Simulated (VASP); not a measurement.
# PbSe in VASP: single point with PBEsol

Aim: the single point of PbSe with PBEsol.

All numbers are computed with VASP 6.6.1; they aren't measurements. Logs are shortened: lines on timing, memory, paths and dates and some standing lists are left out, and cuts for length are marked.

## 1. The cell of the first run

The cell holds a slab with vacuum, 8 atoms: a = 4.313 Å, b = 4.313 Å, c = 22.150 Å, α = 90.00°, β = 90.00°, γ = 90.00°.

## 2. Single point, PBEsol

INCAR

```
PREC = Accurate
ENCUT = 520
EDIFF = 1E-6
ISMEAR = -1
SIGMA = 0.05
LREAL = False
LASPH = True
NELM = 100
ALGO = Normal
ISIF = 2
LWAVE = False
LCHARG = False
GGA = PS
NBANDS = 50
```

KPOINTS

```
Automatic mesh
0
Gamma
  6 6 1
```

POSCAR

```
PbSe
1.0
    3.0500000000      3.0500000000      0.0000000000
   -3.0500000000      3.0500000000      0.0000000000
    0.0000000000      0.0000000000     22.1500000000
Se Pb
4 4
Direct
    0.5034310000      0.4986540000      0.2957130000
    0.5021900000      0.4998780000      0.5722610000
    0.0016390000      0.9998800000      0.4279500000
    0.0032280000      0.9979580000      0.7044930000
    0.9912240000      0.0032500000      0.2992540000
    0.9994170000      0.0003220000      0.5744870000
    0.4968320000      0.4995580000      0.4257290000
    0.4961990000      0.5072900000      0.7009670000
```

Potentials or basis: VASP PAW PBE potentials, release 64 (Se, Pb_d).

Command:

```console
$ cat potpaw_PBE.64/Se/POTCAR potpaw_PBE.64/Pb_d/POTCAR > POTCAR
$ mpirun -np 1 vasp_std > vasp.out
```

OUTCAR:

```text
PREC = Accurate
   ENCUT = 520
   EDIFF = 1E-6
   ISMEAR = -1
   LREAL = False
   LASPH = True
   NELM = 100
   ISIF = 2
   GGA = PS

 ion  position               nearest neighbor table
   1  0.503  0.499  0.296-   7 2.88   5 3.00   5 3.03   5 3.07   5 3.10
   2  0.502  0.500  0.572-   8 2.85   6 3.04   6 3.04   6 3.06   6 3.06   7 3.25
   3  0.002  1.000  0.428-   5 2.85   7 3.03   7 3.04   7 3.06   7 3.07   6 3.25
   4  0.003  0.998  0.704-   6 2.88   8 3.00   8 3.04   8 3.06   8 3.10
   5  0.991  0.003  0.299-   3 2.85   1 3.00   1 3.03   1 3.07   1 3.10   7 4.12   7 4.14
   6  0.999  0.000  0.574-   4 2.88   2 3.04   2 3.04   2 3.06   2 3.06   3 3.25   8 4.12   8 4.13

   7  0.497  0.500  0.426-   1 2.88   3 3.03   3 3.04   3 3.06   3 3.07   2 3.25   5 4.12   5 4.14

   8  0.496  0.507  0.701-   2 2.85   4 3.00   4 3.04   4 3.06   4 3.10   6 4.12   6 4.13

  LATTYP: Found a simple tetragonal cell.
 ALAT       =     4.3133513652
 C/A-ratio  =     5.1352180994

  Lattice vectors:

 A1 = (   3.0500000000,   3.0500000000,   0.0000000000)
 A2 = (  -3.0500000000,   3.0500000000,   0.0000000000)
 A3 = (   0.0000000000,   0.0000000000,  22.1500000000)

Analysis of symmetry for initial positions (statically):
=====================================================================
 Subroutine PRICEL returns:
 Original cell was already a primitive cell.

 Routine SETGRP: Setting up the symmetry group for a
 simple tetragonal supercell.

 Subroutine GETGRP returns: Found  1 space group operations
 (whereof  1 operations were pure point group operations)
 out of a pool of 16 trial point group operations.

The static configuration has the point symmetry C_1 .

Analysis of symmetry for dynamics (positions and initial velocities):
=====================================================================
 Subroutine PRICEL returns:
 Original cell was already a primitive cell.

 Routine SETGRP: Setting up the symmetry group for a
 simple tetragonal supercell.

 Subroutine GETGRP returns: Found  1 space group operations
 (whereof  1 operations were pure point group operations)
 out of a pool of 16 trial point group operations.

The dynamic configuration has the point symmetry C_1 .

 Subroutine INISYM returns: Found  1 space group operations
 (whereof  1 operations are pure point group operations),
 and found     1 'primitive' translations

----------------------------------------------------------------------------------------

                                     Primitive cell

  volume of cell :     412.1007

  direct lattice vectors                    reciprocal lattice vectors
     3.050000000  3.050000000  0.000000000     0.163934426  0.163934426  0.000000000
    -3.050000000  3.050000000  0.000000000    -0.163934426  0.163934426  0.000000000
     0.000000000  0.000000000 22.150000000     0.000000000  0.000000000  0.045146727

  length of vectors
     4.313351365  4.313351365 22.150000000     0.231838289  0.231838289  0.045146727

  position of ions in fractional coordinates (direct lattice)
     0.503431000  0.498654000  0.295713000
     0.502190000  0.499878000  0.572261000
     0.001639000  0.999880000  0.427950000
     0.003228000  0.997958000  0.704493000
     0.991224000  0.003250000  0.299254000
     0.999417000  0.000322000  0.574487000
     0.496832000  0.499558000  0.425729000
     0.496199000  0.507290000  0.700967000

  ion indices of the primitive-cell ions
   primitive index   ion index
                 1           1
                 2           2
                 3           3
                 4           4
                 5           5
                 6           6
                 7           7
                 8           8

----------------------------------------------------------------------------------------

 KPOINTS: Automatic mesh

Automatic generation of k-mesh.
 Grid dimensions read from file:
 generate k-points for:    6    6    1

 Generating k-lattice:

  Cartesian coordinates                     Fractional coordinates (reciprocal lattice)
     0.027322404  0.027322404  0.000000000     0.166666667  0.000000000  0.000000000
    -0.027322404  0.027322404  0.000000000     0.000000000  0.166666667  0.000000000
     0.000000000  0.000000000  0.045146727     0.000000000  0.000000000  1.000000000

  Length of vectors
     0.038639715  0.038639715  0.045146727

  Shift w.r.t. Gamma in fractional coordinates (k-lattice)
     0.000000000  0.000000000  0.000000000

 Subroutine IBZKPT returns following result:
 ===========================================

 Found     20 irreducible k-points:

 Following reciprocal coordinates:
            Coordinates               Weight
  0.000000  0.000000  0.000000      1.000000
  0.166667  0.000000  0.000000      2.000000
  0.000000  0.166667  0.000000      2.000000
  0.333333  0.000000  0.000000      2.000000
  0.000000  0.333333  0.000000      2.000000
  0.500000  0.000000  0.000000      1.000000
[... 12 lines left out ...]
 -0.333333  0.500000  0.000000      2.000000
  0.500000  0.500000  0.000000      1.000000
   k-points           NKPTS =     20   k-points in BZ     NKDIM =     20   number of bands    NBANDS=     50
   number of dos      NEDOS =    301   number of ions     NIONS =      8
   total plane-waves  NPLWV = 172032
   dimension x,y,z NGX =    32 NGY =   32 NGZ =  168
   dimension x,y,z NGXF=    64 NGYF=   64 NGZF=  336
   ions per type =               4   4
   NGX,Y,Z   is equivalent  to a cutoff of  12.33, 12.33, 12.61 a.u.
   NGXF,Y,Z  is equivalent  to a cutoff of  24.67, 24.67, 25.22 a.u.
 SYSTEM =  unknown system
   PREC   = accura    normal or accurate (medium, high low for compatibility)
   ISTART =      0    job   : 0-new  1-cont  2-samecut
   ICHARG =      2    charge: 1-file 2-atom 10-const
   ISPIN  =      1    spin polarized calculation?
   LNONCOLLINEAR =      F non collinear calculations
   LSORBIT =      F    spin-orbit coupling
   LASPH  =      T    aspherical Exc in radial PAW
   ENCUT  =  520.0 eV  38.22 Ry    6.18 a.u.   8.02  8.02 41.18*2*pi/ulx,y,z
   NELM   =    100;   NELMIN=  2; NELMDL= -5     # of ELM steps
   EDIFF  = 0.1E-05   stopping-criterion for ELM
   LREAL  =      F    real-space projection
   EDIFFG = 0.1E-04   stopping-criterion for IOM
   NSW    =      0    number of steps for IOM
   IBRION =     -1    ionic relax: 0-MD 1-quasi-New 2-CG
   NFREE  =      0    steps in history (QN), initial steepest desc. (CG)
   ISIF   =      2    stress and relaxation
   ISYM   =      2    0-nonsym 1-usesym 2-fastsym
   POTIM  = 0.5000    time-step for ionic-motion
   TEBEG  =    0.0;   TEEND  =   0.0 temperature during run
   PSTRESS=    0.0 pullay stress
   NELECT =      80.0000    total number of electrons
   NUPDOWN=      -1.0000    fix difference up-down
   EMIN   =  10.00;   EMAX   =-10.00  energy-range for DOS
   EFERMI =   0.00;   METHOD = LEGACY
   ISMEAR =    -1;   SIGMA  =   0.05  broadening in eV -4-tet -1-fermi 0-gaus
   EFERMI_NEDOS =   21; number of points for ismear=-14 and -15
   IALGO  =     38    algorithm
   IMIX   =      4    mixing-type and parameters
     AMIX     =   0.40;   BMIX     =  1.00
     AMIX_MAG =   1.60;   BMIX_MAG =  1.00
  volume/ion in A,a.u.               =      51.51       347.62
  Fermi-wavevector in a.u.,A,eV,Ry     =   0.947917  1.791304 12.225472  0.898547
  Thomas-Fermi vector in A             =   2.076056
   LORBIT       =      0    0 simple, 1 ext, 2 COOP (PROOUT), +10 PAW based schemes
   GGA     = PS    functional components
   LHFCALC =     F    Hartree Fock is set to
   AEXX    =    0.0000 exact exchange contribution
   IVDW    =     0    specifies the selected vdW correction
   LEPSILON=     F    determine dielectric tensor
   LRPA    =     F    only Hartree local field effects (RPA)
 non-spin polarized calculation
  energy-cutoff  :      520.00
  volume of cell :      412.10
 maximum number of plane-waves:     11160
   NGX = 17   NGY = 17   NGZ = 83

 number of electron      80.0000005 magnetization

 Free energy of the ion-electron system (eV)
  ---------------------------------------------------
  ext. energy  EPLUGINS =         0.00000000
  ---------------------------------------------------
  free energy    TOTEN  =       -35.12413401 eV

  energy without entropy =      -35.12412947  energy(sigma->0) =      -35.12413174

 E-fermi :   1.0401     XC(G=0):  -5.8487

 val. band max:        0.4882783777   @ k =   0.0000   0.5000   0.0000
 cond. band min:       1.5872880678   @ k =   0.0000   0.5000   0.0000
 fundamental gap:      1.0990096901
 Fermi energy:         1.0401178025

 k-point     1 :       0.0000    0.0000    0.0000
  band No.  band energies     occupation
      1     -16.0558      2.00000
      2     -16.0419      2.00000
      3     -15.9225      2.00000
      4     -15.9219      2.00000
      5     -15.9215      2.00000
      6     -15.9214      2.00000
[... 42 lines left out ...]
     49       5.5177      0.00000
     50       5.5237      0.00000

 k-point     2 :       0.1667    0.0000    0.0000
  band No.  band energies     occupation
      1     -16.0412      2.00000
      2     -16.0295      2.00000
      3     -15.9249      2.00000
      4     -15.9240      2.00000
      5     -15.9228      2.00000
      6     -15.9216      2.00000
[... 42 lines left out ...]
     49       4.7210      0.00000
     50       5.0225      0.00000

 k-point     3 :       0.0000    0.1667    0.0000
  band No.  band energies     occupation
      1     -16.0412      2.00000
      2     -16.0294      2.00000
      3     -15.9250      2.00000
      4     -15.9238      2.00000
      5     -15.9227      2.00000
      6     -15.9219      2.00000
[... 42 lines left out ...]
     49       4.7274      0.00000
     50       5.0219      0.00000

 k-point     4 :       0.3333    0.0000    0.0000
  band No.  band energies     occupation
      1     -16.0109      2.00000
      2     -16.0048      2.00000
      3     -15.9296      2.00000
      4     -15.9287      2.00000
      5     -15.9260      2.00000
      6     -15.9245      2.00000
[... 787 lines left out ...]
 k-point    19 :      -0.3333    0.5000    0.0000
  band No.  band energies     occupation
      1     -16.0229      2.00000
      2     -16.0223      2.00000
      3     -15.9986      2.00000
      4     -15.9979      2.00000
      5     -15.9348      2.00000
      6     -15.9343      2.00000
[... 42 lines left out ...]
     49       5.5842      0.00000
     50       5.5955      0.00000

 k-point    20 :       0.5000    0.5000    0.0000
  band No.  band energies     occupation
      1     -16.0385      2.00000
      2     -16.0382      2.00000
      3     -16.0179      2.00000
      4     -16.0172      2.00000
      5     -15.9359      2.00000
      6     -15.9354      2.00000
[... 42 lines left out ...]
     49       6.0862      0.00000
     50       6.0889      0.00000

------------------------ aborting loop because EDIFF is reached ----------------------------------------

  FORCE on cell =-STRESS in cart. coord.  units (eV):
  Direction    XX          YY          ZZ          XY          YZ          ZX
  --------------------------------------------------------------------------------------
  -------------------------------------------------------------------------------------
  Total        0.0637495     -0.0021575     -0.0163001      0.0048339     -0.0025627     -0.0007545
  in kB        0.2478473     -0.0083880     -0.0633719      0.0187934     -0.0099635     -0.0029335
  external PRESSURE =       0.0586958 kB  Pullay stress =       0.0000000 kB

 VOLUME and BASIS-vectors are now :
 -----------------------------------------------------------------------------
  energy-cutoff  :      520.00
  volume of cell :      412.10
      direct lattice vectors                 reciprocal lattice vectors
     3.050000000  3.050000000  0.000000000     0.163934426  0.163934426  0.000000000
    -3.050000000  3.050000000  0.000000000    -0.163934426  0.163934426  0.000000000
     0.000000000  0.000000000 22.150000000     0.000000000  0.000000000  0.045146727

 POSITION                                       TOTAL-FORCE (eV/Angst)
 -----------------------------------------------------------------------------------
      0.01457      3.05636      6.55004        -0.024182     -0.009738     -0.003908
      0.00705      3.05631     12.67558         0.003715     -0.007947     -0.010296
     -3.04464      3.05463      9.47909        -0.000399     -0.013507      0.011229
     -3.03393      3.05362     15.60452        -0.023491      0.007294      0.005012
      3.01332      3.03315      6.62848         0.025182      0.009243     -0.009193
      3.04724      3.04920     12.72489        -0.005938      0.008201     -0.011100
     -0.00831      3.03899      9.42990         0.000010      0.014726      0.010455
     -0.03383      3.06064     15.52642         0.025102     -0.008272      0.007801
 -----------------------------------------------------------------------------------
    total drift:                                0.000530      0.000288     -0.000036

  FREE ENERGIE OF THE ION-ELECTRON SYSTEM (eV)
  ---------------------------------------------------
  free  energy   TOTEN  =       -35.1241340130 eV

  energy  without entropy=      -35.1241294696  energy(sigma->0) =      -35.12413174
```

It took 6.3 min on 1 thread of AMD EPYC 7R13 (Zen 3), shared host; peak memory 0.59 GiB.

Results:

```yaml
Free_energy: -35.1241 eV
Largest_force: 0.028 eV/Å
Band_gap_on_the_k_mesh: 1.10 eV, direct
```

Forces in eV/Å, atoms in the order of the input:
```
Se  -0.024 -0.010 -0.004
Se   0.004 -0.008 -0.010
Se   0.000 -0.014  0.011
Se  -0.023  0.007  0.005
Pb   0.025  0.009 -0.009
Pb  -0.006  0.008 -0.011
Pb   0.000  0.015  0.010
Pb   0.025 -0.008  0.008
```

Caveat: the PAW data sets were made with another functional, which shifts forces and pressure a little; spin-orbit coupling is left out, which moves the levels of the heavy elements.
